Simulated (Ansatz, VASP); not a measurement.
# Two plane-wave programs on C

```
C
1.0
     2.51501   -0.00001    0.00000
     1.25751    2.13535    0.00000
     0.00000    0.00000   26.00154
C
2
Direct
  0.16528 0.16631 0.50000
  0.49930 0.49827 0.50000
```

Change from the starting cell: strain along x +0.020, atoms relaxed.

Alike in both runs: functional PBE; dispersion D3(BJ); k mesh 21 × 21 × 1; occupations gaussian, width 0.1 eV; no spin polarisation.

Ansatz relaxed the structure, and its values are those at the end. VASP's run is a single point on that final structure, the one shown.

|  | VASP | Ansatz |
| --- | --- | --- |
| version | VASP 6.6.1 | Ansatz 0.2.0 |
| potentials or method | VASP PAW PBE potentials, release 64 (C), cutoff 520 eV | scalar-relativistic, plane waves, PAW |
| valence electrons in the cell | 8 | 8 |

Ansatz gave:

| Item | Value |
| --- | --- |
| gap on the k mesh at the Fermi level (eV) | 0.21 |
| least direct gap on the mesh (eV) | 0.21 |

Estimate VASP's values.

gap on the k mesh at the Fermi level (eV): 0.22; least direct gap on the mesh (eV): 0.22.

Ansatz's warnings: stress scf threshold loose, structure snapped to symmetry.
